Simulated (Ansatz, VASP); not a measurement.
One calculation of TiO, two programs

File POSCAR:

```
TiO
1.0
    4.9890877720      0.0000000000      0.0000000000
   -2.4945438860      4.3206767523      0.0000000000
    0.0000000000      0.0000000000      2.8733134400
Ti O
3 3
Direct
    0.6666666667      0.3333333333      0.5000000000
    0.3333333333      0.6666666667      0.5000000000
    0.0000000000      0.0000000000      0.0000000000
    0.6055592400      0.6055592400      0.0000000000
    0.3944407600      0.0000000000      0.0000000000
    0.0000000000      0.3944407600      0.0000000000
```

Contents of INCAR.step1:

```
SYSTEM = TiO
PREC = Accurate
ENCUT = 520
ISMEAR = -5
SIGMA = 0.1
LREAL = .False.
LASPH = .True.
NELM = 60
NBANDS = 36
GGA = PE
ALGO = Normal
EDIFF = 1E-4
LWAVE = .True.
LCHARG = .False.
```

File INCAR.step2:

```
SYSTEM = TiO
PREC = Accurate
ENCUT = 520
EDIFF = 1E-6
ISMEAR = -5
SIGMA = 0.1
LREAL = .False.
LASPH = .True.
NELM = 60
ALGO = Normal
ISIF = 2
LWAVE = .False.
LCHARG = .True.
METAGGA = R2SCAN
LMIXTAU = .True.
LELF = .True.
LVHAR = .True.
NBANDS = 36
ISTART = 1
```

Contents of KPOINTS:

```
regular mesh
0
Gamma
  12 12 12
  0 0 0
```

Input for Ansatz:

```yaml
crystal:
  lattice:
    - [4.989087772, 0.0, 0.0]
    - [-2.494543886, 4.3206767523, 0.0]
    - [0.0, 0.0, 2.87331344]
  atoms:
    - { symbol: Ti, position: [0.6666666667, 0.3333333333, 0.5] }
    - { symbol: Ti, position: [0.3333333333, 0.6666666667, 0.5] }
    - { symbol: Ti, position: [0.0, 0.0, 0.0] }
    - { symbol: O, position: [0.60555924, 0.60555924, 0.0] }
    - { symbol: O, position: [0.39444076, 0.0, 0.0] }
    - { symbol: O, position: [0.0, 0.39444076, 0.0] }
basis:
  ecutwfc: 500
kpoints:
  mp_grid: { grid: [12, 12, 12] }
hamiltonian:
  xc: r2scan
scf:
  occupations: { method: tetrahedron }
output:
  forces: true
  stress: true
  eigenvalues: true
```

Alike in both runs: task single point; functional r2SCAN; k mesh 12 × 12 × 12; occupations tetrahedron; no spin polarisation.

|  | VASP | Ansatz |
| --- | --- | --- |
| version | VASP 6.6.1 | Ansatz 0.2.0 |
| potentials or method | VASP PAW PBE potentials, release 64 (Ti_sv, O), cutoff 520 eV | scalar-relativistic, plane waves, PAW |
| valence electrons in the cell | 54 | 54 |

|  | VASP | Ansatz | Ansatz less VASP |
| --- | --- | --- | --- |
| gap on the k mesh at the Fermi level (eV) | none | none | - |
| pressure (GPa) | 0.1 | -1.5 | -1.61 |
| traceless stress, the component that is largest in VASP (GPa) | 0.21 | 0.19 | -0.024 |
| rms of the force components (eV/Å) | 0.000 | 0.012 | +0.0113 |

VASP's potentials were made for PBE, not for r2SCAN. Atom by atom the forces differ by 0.011 eV/Å (rms over components). A gap of «none» marks a metal or a gap that the smearing closes. Ansatz's warnings: band table not solved further, tetrahedron derivatives may miss energy slope.
